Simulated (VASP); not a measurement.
## Ta5N: relaxation of cell and atoms with PBE

The system is Ta5N.

```
CELL_PARAMETERS angstrom
3.06922 0.00000 0.00000
-1.53461 2.65802 0.00000
0.00000 0.00000 11.97975
ATOMIC_POSITIONS crystal
Ta 0.66667 0.33333 0.89437
Ta 0.33333 0.66667 0.10563
Ta 0.66667 0.33333 0.30618
Ta 0.33333 0.66667 0.69382
Ta 0.00000 0.00000 0.50000
N 0.00000 0.00000 0.00000
```

```
Program                : VASP 6.6.1
Task                   : relaxation of cell and atoms
Functional             : PBE
Potentials or basis    : VASP PAW PBE potentials, release 64 (Ta_pv, N)
Cutoff                 : 600 eV
k mesh                 : 12 × 12 × 4
Occupations            : gaussian, width 0.1 eV
Spin                   : no spin polarisation
Dipole correction      : no
Further INCAR settings : ALGO = Normal; EDIFF = 1e-07; IBRION = 2; EDIFFG = -0.01; NSW = 100; ISIF = 3
```

```json
{"Relaxed volume": "16.30 Å³/atom", "Relaxed cell": "a = 3.052 Å, b = 3.052 Å, c = 12.128 Å, α = 90.00°, β = 90.00°, γ = 120.00°", "Space group after relaxing (to 0.1 Å)": "P-3m1 (No. 164)", "Energy gained by relaxing": "3.0 meV/atom", "Ionic steps": "9", "Pressure after relaxing": "0.0 GPa", "Largest force after relaxing": "0.006 eV/Å", "Band gap on the k mesh": "zero (bands 30 and 31 overlap by 0.94 eV)"}
```

Forces on the atoms (eV/Å):
```
Ta   0.000  0.000  0.002
Ta   0.000  0.000 -0.002
Ta   0.000  0.000  0.006
Ta   0.000  0.000 -0.006
Ta   0.000  0.000  0.000
N    0.000  0.000  0.000
```

The path:
| step | energy change (eV) | largest force (eV/Å) | pressure (GPa) | volume (Å³) |
| --- | --- | --- | --- | --- |
| 1 | 0.0000 | 0.2925 | 0.38 | 97.73 |
| 2 | -0.0143 | 0.1052 | -1.16 | 98.28 |
| 3 | -0.0143 | 0.1044 | -1.17 | 98.28 |
| 4 | -0.0102 | 0.0695 | 2.22 | 96.86 |
| 5 | -0.0172 | 0.0804 | 0.13 | 97.72 |
| 6 | -0.0180 | 0.0377 | 0.06 | 97.78 |
| 7 | -0.0182 | 0.0173 | -0.02 | 97.85 |
| 8 | -0.0182 | 0.0183 | -0.02 | 97.85 |
| 9 | -0.0183 | 0.0057 | 0.03 | 97.83 |

Final structure:
```yaml
crystal:
  lattice:
    - [3.05188, 0.00000, 0.00000]
    - [-1.52594, 2.64300, 0.00000]
    - [0.00000, 0.00000, 12.12843]
  atoms:
    - { symbol: Ta, position: [0.66667, 0.33333, 0.89412] }
    - { symbol: Ta, position: [0.33333, 0.66667, 0.10588] }
    - { symbol: Ta, position: [0.66667, 0.33333, 0.30392] }
    - { symbol: Ta, position: [0.33333, 0.66667, 0.69608] }
    - { symbol: Ta, position: [0.00000, 0.00000, 0.50000] }
    - { symbol: N, position: [0.00000, 0.00000, 0.00000] }
```

Levels at points of the mesh, in eV from the Fermi level:
```
           k point  band 27  band 28  band 29  band 30  band 31  band 32  band 33  band 34
(0.00, 0.00, 0.00)    -0.45     0.17     0.20     0.20     0.39     0.39     0.51     0.55
(0.50, 0.00, 0.00)    -1.09    -0.62    -0.16     0.13     0.28     0.93     1.50     1.65
(0.00, 0.00, 0.50)    -0.42     0.12     0.12     0.18     0.18     0.41     0.41     0.51
(0.50, 0.00, 0.50)    -1.04    -0.53    -0.12     0.17     0.29     0.96     1.07     1.50
```

It took 33 min on 1 thread of Intel(R) Xeon(R) Platinum 8259CL CPU @ 2.50GHz (Skylake/Cascade Lake) (shared host), peak memory 0.42 GiB.

Caveat: spin-orbit coupling is left out, which moves the levels of the heavy elements.
